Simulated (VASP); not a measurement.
Input of a VASP 6.6.1 run:

INCAR

```
SYSTEM = TaN
ALGO = Normal ; EDIFF = 1E-7
ENCUT = 520 ; GGA = PE
ISIF = 2 ; ISMEAR = -1
LASPH = .TRUE. ; LCHARG = .FALSE.
LREAL = .FALSE. ; LWAVE = .FALSE.
NBANDS = 15 ; NELM = 60
PREC = Accurate ; SIGMA = 0.02
```

The input KPOINTS:

```
k-points
0
G
  12 12 10
  0 0 0
```

The input POSCAR:

```
TaN
1.0
    2.9379988584      0.0146899943      0.0146899943
   -1.4562775210      2.5370366506      0.0053769111
    0.0144150000      0.0144150000      2.8830000000
Ta N
1 1
Direct
    0.3333333333      0.6666666667      0.5000000000
    0.0000000000      0.0000000000      0.0000000000
```

Potentials or basis: VASP PAW PBE potentials, release 64 (Ta_pv, N).

Command:

```sh
$ cat potpaw_PBE.64/Ta_pv/POTCAR potpaw_PBE.64/N/POTCAR > POTCAR
$ mpirun -np 1 vasp_std > vasp.out
```

What does it give for the pressure?

5.5 GPa.

Estimate the band gap on the k mesh.

zero (band 8 reaches 8.60 eV, above the bottom of band 9 at 8.27 eV).

Predict the largest force.

0.015 eV/Å.

Stress tensor (GPa, compression positive):
```
 4.99 -2.20 -2.43
-2.20  5.18 -2.43
-2.43 -2.43  6.36
```

Caveat: the cell differs from its parent crystal (equal xy, yz and zx shear strains of +1 %); spin-orbit coupling is left out, which moves the levels of the heavy elements.
